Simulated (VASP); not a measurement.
Ge:

```
Ge
1.0
     3.00765    0.00000    0.00000
    -1.50383    2.60470    0.00000
     0.00000    0.00000    9.82300
Ge
4
Direct
  0.00000 0.00000 0.00000
  0.00000 0.00000 0.50000
  0.33333 0.66667 0.25000
  0.66667 0.33333 0.75000
```

This isn't the form of Ge at room conditions, which is diamond.

```yaml
Program: VASP 6.6.1
Task: relaxation of cell and atoms
Functional: PBEsol
Potentials_or_basis: VASP PAW PBE potentials, release 64 (Ge_d)
Cutoff: 600 eV
k_mesh: 12 × 12 × 4
Occupations: fermi-dirac, width 0.1 eV
Spin: no spin polarisation
```

At the start: pressure -2.7 GPa; volume 19.24 Å³/atom.

Problem. How do energy, volume and symmetry change on relaxing?

Solution. Over 9 steps the energy falls by 6.2 meV/atom and the volume is 18.50 Å³/atom (-3.9 %); space group P6_3/mmc (No. 194, to 0.1 Å) before and after.

Step by step:
| step | energy change (eV) | largest force (eV/Å) | pressure (GPa) | volume (Å³) |
| --- | --- | --- | --- | --- |
| 1 | 0.0000 | 0.0000 | -2.70 | 76.95 |
| 2 | -0.0223 | 0.0000 | 0.57 | 73.40 |
| 3 | -0.0236 | 0.0000 | 0.03 | 74.08 |
| 4 | -0.0236 | 0.0000 | -0.09 | 74.13 |
| 5 | -0.0237 | 0.0000 | -0.19 | 74.13 |
| 6 | -0.0239 | 0.0000 | -0.26 | 74.10 |
| 7 | -0.0244 | 0.0000 | -0.11 | 74.05 |
| 8 | -0.0246 | 0.0000 | -0.17 | 73.94 |
| 9 | -0.0247 | 0.0000 | 0.02 | 73.98 |

Final structure:
```
Ge
1.0
     2.98975    0.00000    0.00000
    -1.49487    2.58920    0.00000
     0.00000    0.00000    9.55745
Ge
4
Direct
  0.00000 0.00000 0.00000
  0.00000 0.00000 0.50000
  0.33333 0.66667 0.25000
  0.66667 0.33333 0.75000
```

Caveat: the PAW data sets were made with another functional, which shifts forces and pressure a little.
